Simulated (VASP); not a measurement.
Set up this calculation in VASP 6.6.1, as the native input.

- Task: single point
- Functional: PBE
- Potentials or basis: VASP PAW PBE potentials, release 64 (Ru_pv)
- Cutoff: 520 eV
- k mesh: 4 × 4 × 4
- Occupations: gaussian, width 0.1 eV
- Spin: no spin polarisation
- Dipole correction: no
- Further INCAR settings: ALGO = Fast; EDIFF = 1e-07; NBANDS = 51

The structure of Ru lies in POSCAR:

```
Ru
1.0
    4.8504029566      0.0000000000      0.1397017537
    0.0000000000      4.6268343729      0.0000000000
   -2.0375281813      0.0000000000      3.8141728579
Ru
6
Direct
    0.0000000000      0.0000000000      0.0000000000
    0.0000000000      0.5000000000      0.5000000000
    0.3664177413      0.4300870447      0.1832152219
    0.6335822587      0.9300870447      0.3167847781
    0.6335822587      0.5699129553      0.8167847781
    0.3664177413      0.0699129553      0.6832152219
```

One way to write it, as run:

INCAR

```
SYSTEM = Ru
PREC = Accurate ; ENCUT = 520
EDIFF = 1E-7 ; ISMEAR = 0
SIGMA = 0.1 ; LREAL = .False.
LASPH = .True. ; NELM = 100
ALGO = Fast ; ISIF = 2
LWAVE = .False. ; LCHARG = .False.
GGA = PE ; NBANDS = 51
```

KPOINTS

```
regular mesh
0
Gamma
  4 4 4
  0 0 0
```

Potentials or basis: VASP PAW PBE potentials, release 64 (Ru_pv).

Command:

```sh
$ cat potpaw_PBE.64/Ru_pv/POTCAR > POTCAR
$ mpirun -np 1 vasp_std > vasp.out
```

It gave:

```json
{
 "Pressure": "0.0 GPa",
 "Largest force": "0.012 eV/Å",
 "Band gap on the k mesh": "zero (band 42 reaches 12.12 eV, above the bottom of band 43 at 11.40 eV)"
}
```

Caveat: the k points lie up to 0.41 Å⁻¹ apart.

It took 93 s on 1 thread of AMD EPYC 9R45 96-Core Processor (Zen 5), with other jobs on the host, peak memory 0.21 GiB.
